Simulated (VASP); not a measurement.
# Pd (Pm-3m) in VASP: single point with LDA

Aim: the single point of Pd with LDA.

Everything below comes from runs of VASP 6.6.1. Logs are shortened: lines on timing, memory, paths and dates and some standing lists are left out, and cuts for length are marked.

### 1 The cell of the first run

The structure is cubic, space group Pm-3m (No. 221). The conventional cell has a = 4.309 Å, b = 4.309 Å, c = 4.309 Å, α = 90.00°, β = 90.00°, γ = 90.00°. Pd (site symmetry m-3m) has 6 Pd at 4.31 Å within 5.7 Å.

### 2 Single point, LDA

Input file INCAR:

```
PREC     = Accurate       # precision mode
ENCUT    = 500            # plane-wave cutoff, eV
EDIFF    = 1E-6           # SCF threshold, eV
ISMEAR   = 1              # smearing method
SIGMA    = 0.1            # smearing width, eV
LREAL    = False          # projectors in reciprocal space
LASPH    = True           # aspherical terms in the spheres
NELM     = 120            # most SCF steps
ALGO     = Normal         # electronic algorithm
ISIF     = 2              # what is computed and relaxed
LWAVE    = False          # write WAVECAR
LCHARG   = False          # write CHGCAR
GGA      = CA             # functional
NBANDS   = 11             # bands
GGA_COMPAT= False
```

Input file KPOINTS:

```
regular mesh
0
Gamma
  6 6 6
```

Input file POSCAR:

```
Pd
1.0
    4.3092560000      0.0000000000      0.0000000000
    0.0000000000      4.3092560000      0.0000000000
    0.0000000000      0.0000000000      4.3092560000
Pd
1
Direct
    0.0000000000      0.0000000000      0.0000000000
```

Potentials or basis: VASP PAW LDA potentials, release 64 (Pd).

Command:

```sh
cat potpaw_LDA.64/Pd/POTCAR > POTCAR
mpirun -np 1 vasp_std > vasp.out
```

OUTCAR:

```text
PREC = Accurate
   ENCUT = 500
   EDIFF = 1E-6
   ISMEAR = 1
   LREAL = False
   LASPH = True
   NELM = 120
   ISIF = 2
   GGA = CA

 ion  position               nearest neighbor table
   1  0.000  0.000  0.000-

  LATTYP: Found a simple cubic cell.
 ALAT       =     4.3092560000

  Lattice vectors:

 A1 = (   4.3092560000,   0.0000000000,   0.0000000000)
 A2 = (   0.0000000000,   4.3092560000,   0.0000000000)
 A3 = (   0.0000000000,   0.0000000000,   4.3092560000)

Analysis of symmetry for initial positions (statically):
=====================================================================
 Subroutine PRICEL returns:
 Original cell was already a primitive cell.

 Routine SETGRP: Setting up the symmetry group for a
 simple cubic supercell.

 Subroutine GETGRP returns: Found 48 space group operations
 (whereof 48 operations were pure point group operations)
 out of a pool of 48 trial point group operations.

The static configuration has the point symmetry O_h .

Analysis of symmetry for dynamics (positions and initial velocities):
=====================================================================
 Subroutine PRICEL returns:
 Original cell was already a primitive cell.

 Routine SETGRP: Setting up the symmetry group for a
 simple cubic supercell.

 Subroutine GETGRP returns: Found 48 space group operations
 (whereof 48 operations were pure point group operations)
 out of a pool of 48 trial point group operations.

The dynamic configuration has the point symmetry O_h .

 Subroutine INISYM returns: Found 48 space group operations
 (whereof 48 operations are pure point group operations),
 and found     1 'primitive' translations

----------------------------------------------------------------------------------------

                                     Primitive cell

  volume of cell :      80.0215

  direct lattice vectors                    reciprocal lattice vectors
     4.309256000  0.000000000  0.000000000     0.232058620  0.000000000  0.000000000
     0.000000000  4.309256000  0.000000000     0.000000000  0.232058620  0.000000000
     0.000000000  0.000000000  4.309256000     0.000000000  0.000000000  0.232058620

  length of vectors
     4.309256000  4.309256000  4.309256000     0.232058620  0.232058620  0.232058620

  position of ions in fractional coordinates (direct lattice)
     0.000000000  0.000000000  0.000000000

  ion indices of the primitive-cell ions
   primitive index   ion index
                 1           1

----------------------------------------------------------------------------------------

 KPOINTS: regular mesh

Automatic generation of k-mesh.
 Grid dimensions read from file:
 generate k-points for:    6    6    6

 Generating k-lattice:

  Cartesian coordinates                     Fractional coordinates (reciprocal lattice)
     0.038676437  0.000000000  0.000000000     0.166666667  0.000000000  0.000000000
     0.000000000  0.038676437  0.000000000     0.000000000  0.166666667  0.000000000
     0.000000000  0.000000000  0.038676437     0.000000000  0.000000000  0.166666667

  Length of vectors
     0.038676437  0.038676437  0.038676437

  Shift w.r.t. Gamma in fractional coordinates (k-lattice)
     0.000000000  0.000000000  0.000000000

 Subroutine IBZKPT returns following result:
 ===========================================

 Found     20 irreducible k-points:

 Following reciprocal coordinates:
            Coordinates               Weight
  0.000000  0.000000  0.000000      1.000000
  0.166667  0.000000  0.000000      6.000000
  0.333333  0.000000  0.000000      6.000000
  0.500000  0.000000  0.000000      3.000000
  0.166667  0.166667  0.000000     12.000000
  0.333333  0.166667  0.000000     24.000000
[... 12 lines left out ...]
  0.500000  0.500000  0.333333      6.000000
  0.500000  0.500000  0.500000      1.000000
   k-points           NKPTS =     20   k-points in BZ     NKDIM =     20   number of bands    NBANDS=     11
   number of dos      NEDOS =    301   number of ions     NIONS =      1
   total plane-waves  NPLWV =  32768
   dimension x,y,z NGX =    32 NGY =   32 NGZ =   32
   dimension x,y,z NGXF=    64 NGYF=   64 NGZF=   64
   ions per type =               1
   NGX,Y,Z   is equivalent  to a cutoff of  12.35, 12.35, 12.35 a.u.
   NGXF,Y,Z  is equivalent  to a cutoff of  24.69, 24.69, 24.69 a.u.
 SYSTEM =  unknown system
   PREC   = accura    normal or accurate (medium, high low for compatibility)
   ISTART =      0    job   : 0-new  1-cont  2-samecut
   ICHARG =      2    charge: 1-file 2-atom 10-const
   ISPIN  =      1    spin polarized calculation?
   LNONCOLLINEAR =      F non collinear calculations
   LSORBIT =      F    spin-orbit coupling
   LASPH  =      T    aspherical Exc in radial PAW
   ENCUT  =  500.0 eV  36.75 Ry    6.06 a.u.   7.86  7.86  7.86*2*pi/ulx,y,z
   NELM   =    120;   NELMIN=  2; NELMDL= -5     # of ELM steps
   EDIFF  = 0.1E-05   stopping-criterion for ELM
   LREAL  =      F    real-space projection
   EDIFFG = 0.1E-04   stopping-criterion for IOM
   NSW    =      0    number of steps for IOM
   IBRION =     -1    ionic relax: 0-MD 1-quasi-New 2-CG
   NFREE  =      0    steps in history (QN), initial steepest desc. (CG)
   ISIF   =      2    stress and relaxation
   ISYM   =      2    0-nonsym 1-usesym 2-fastsym
   POTIM  = 0.5000    time-step for ionic-motion
   TEBEG  =    0.0;   TEEND  =   0.0 temperature during run
   PSTRESS=    0.0 pullay stress
   NELECT =      10.0000    total number of electrons
   NUPDOWN=      -1.0000    fix difference up-down
   EMIN   =  10.00;   EMAX   =-10.00  energy-range for DOS
   EFERMI =   0.00;   METHOD = LEGACY
   ISMEAR =     1;   SIGMA  =   0.10  broadening in eV -4-tet -1-fermi 0-gaus
   EFERMI_NEDOS =   21; number of points for ismear=-14 and -15
   IALGO  =     38    algorithm
   IMIX   =      4    mixing-type and parameters
     AMIX     =   0.40;   BMIX     =  1.00
     AMIX_MAG =   1.60;   BMIX_MAG =  1.00
  volume/ion in A,a.u.               =      80.02       540.01
  Fermi-wavevector in a.u.,A,eV,Ry     =   0.818476  1.546695  9.114580  0.669903
  Thomas-Fermi vector in A             =   1.929109
   LORBIT       =      0    0 simple, 1 ext, 2 COOP (PROOUT), +10 PAW based schemes
   GGA     = CA    functional components
   LHFCALC =     F    Hartree Fock is set to
   AEXX    =    0.0000 exact exchange contribution
   IVDW    =     0    specifies the selected vdW correction
   LEPSILON=     F    determine dielectric tensor
   LRPA    =     F    only Hartree local field effects (RPA)
 non-spin polarized calculation
 Methfessel and Paxton  Order N= 1 SIGMA  =   0.10
  energy-cutoff  :      500.00
  volume of cell :       80.02
 maximum number of plane-waves:      2054
 NGX is ok and might be reduce to    32
   NGX = 15   NGY = 15   NGZ = 15

 number of electron      10.0000000 magnetization

 number of electron       9.9999994 magnetization

 Free energy of the ion-electron system (eV)
  ---------------------------------------------------
  ext. energy  EPLUGINS =         0.00000000
  ---------------------------------------------------
  free energy    TOTEN  =        -1.90012846 eV

  energy without entropy =       -1.91092022  energy(sigma->0) =       -1.90372571

 E-fermi :  -2.5445     XC(G=0):  -5.5391

 val. band max:       -2.5704685510   @ k =   0.5000   0.3333   0.3333
 cond. band min:      -2.5206869128   @ k =   0.5000   0.5000   0.0000
 fundamental gap:      0.0497816383
 Fermi energy:        -2.5444740366

 k-point     1 :       0.0000    0.0000    0.0000
  band No.  band energies     occupation
      1      -3.2204      2.00000
      2      -2.9730      2.00000
      3      -2.9730      2.00000
      4      -2.5804      1.56670
      5      -2.5804      1.56670
      6      -2.5804      1.56670
      7       4.9953      0.00000
      8       4.9953      0.00000
      9       4.9953      0.00000
     10       6.3384      0.00000
     11       7.3710      0.00000

 k-point     2 :       0.1667    0.0000    0.0000
  band No.  band energies     occupation
      1      -3.0540      2.00000
      2      -2.9653      2.00000
      3      -2.8698      2.00004
      4      -2.6072      1.86360
      5      -2.6072      1.86359
      6      -2.5781      1.53526
      7       3.2173      0.00000
      8       5.2263      0.00000
      9       5.2263      0.00000
     10       6.8115      0.00000
     11       7.5352      0.00000

 k-point     3 :       0.3333    0.0000    0.0000
  band No.  band energies     occupation
      1      -2.9518      2.00000
      2      -2.9498      2.00000
      3      -2.6594      2.06897
      4      -2.6594      2.06897
      5      -2.5735      1.46978
      6      -2.2278     -0.00007
      7       1.1891      0.00000
      8       5.8039      0.00000
      9       5.8039      0.00000
     10       7.3821      0.00000
     11       8.0388      0.00000

 k-point     4 :       0.5000    0.0000    0.0000
  band No.  band energies     occupation
      1      -2.9420      2.00000
      2      -2.9234      2.00000
      3      -2.6848      2.06327
      4      -2.6848      2.06327
      5      -2.5713      1.43579
      6      -1.5529     -0.00000
      7       0.0536      0.00000
      8       6.2086      0.00000
      9       6.2086      0.00000
     10       8.1725      0.00000
     11       8.5830      0.00000

 k-point     5 :       0.1667    0.1667    0.0000
  band No.  band energies     occupation
      1      -2.9707      2.00000
      2      -2.8832      2.00002
      3      -2.7780      2.00469
      4      -2.6178      1.94184
      5      -2.6064      1.85704
      6      -2.6024      1.82125
      7       3.3874      0.00000
      8       3.5019      0.00000
      9       5.4574      0.00000
     10       7.3023      0.00000
     11       8.7951      0.00000
[... 155 lines left out ...]
 k-point    17 :       0.3333    0.3333    0.3333
  band No.  band energies     occupation
      1      -2.7887      2.00299
      2      -2.7647      2.00789
      3      -2.7647      2.00789
      4      -2.6453      2.05198
      5      -2.6453      2.05197
      6      -0.7534     -0.00000
      7       2.7706      0.00000
      8       2.7706      0.00000
      9       2.9355      0.00000
     10       5.9718      0.00000
     11       6.8126      0.00000

 k-point    18 :       0.5000    0.3333    0.3333
  band No.  band energies     occupation
      1      -2.8170      2.00080
      2      -2.7988      2.00190
      3      -2.7634      2.00827
      4      -2.6424      2.04579
      5      -2.5705      1.42392
      6      -0.1884      0.00000
      7       1.7351      0.00000
      8       3.1922      0.00000
      9       3.4110      0.00000
     10       5.2170      0.00000
     11       6.0011      0.00000

 k-point    19 :       0.5000    0.5000    0.3333
  band No.  band energies     occupation
      1      -2.8487      2.00015
      2      -2.7979      2.00198
      3      -2.7979      2.00198
      4      -2.6073      1.86427
      5      -2.5161      0.54067
      6       0.3801      0.00000
      7       2.1729      0.00000
      8       2.1729      0.00000
      9       3.7460      0.00000
     10       4.6848      0.00000
     11       6.4271      0.00000

 k-point    20 :       0.5000    0.5000    0.5000
  band No.  band energies     occupation
      1      -2.8373      2.00028
      2      -2.8373      2.00028
      3      -2.8373      2.00028
      4      -2.5146      0.51829
      5      -2.5146      0.51829
      6       0.9727      0.00000
      7       2.5775      0.00000
      8       2.5775      0.00000
      9       2.5775      0.00000
     10       5.6404      0.00000
     11       5.6404      0.00000

------------------------ aborting loop because EDIFF is reached ----------------------------------------

  FORCE on cell =-STRESS in cart. coord.  units (eV):
  Direction    XX          YY          ZZ          XY          YZ          ZX
  --------------------------------------------------------------------------------------
  -------------------------------------------------------------------------------------
  Total       -1.2068068     -1.2068068     -1.2068068      0.0000000      0.0000000     -0.0000000
  in kB      -24.1624765    -24.1624765    -24.1624765      0.0000000      0.0000000     -0.0000000
  external PRESSURE =     -24.1624765 kB  Pullay stress =       0.0000000 kB

 VOLUME and BASIS-vectors are now :
 -----------------------------------------------------------------------------
  energy-cutoff  :      500.00
  volume of cell :       80.02
      direct lattice vectors                 reciprocal lattice vectors
     4.309256000  0.000000000  0.000000000     0.232058620  0.000000000  0.000000000
     0.000000000  4.309256000  0.000000000     0.000000000  0.232058620  0.000000000
     0.000000000  0.000000000  4.309256000     0.000000000  0.000000000  0.232058620

 POSITION                                       TOTAL-FORCE (eV/Angst)
 -----------------------------------------------------------------------------------
      0.00000      0.00000      0.00000         0.000000      0.000000      0.000000
 -----------------------------------------------------------------------------------
    total drift:                                0.000000      0.000000      0.000000

  FREE ENERGIE OF THE ION-ELECTRON SYSTEM (eV)
  ---------------------------------------------------
  free  energy   TOTEN  =        -1.9001284605 eV

  energy  without entropy=       -1.9109202235  energy(sigma->0) =       -1.90372571
```

It took 18 s on 1 thread of AMD EPYC 7R13, shared host; peak memory 0.12 GiB.

Results:

```
Free energy            : -1.9001 eV
Pressure               : -2.4 GPa
Band gap on the k mesh : zero (band 5 reaches -2.51 eV, above the bottom of band 6 at -2.60 eV)
```
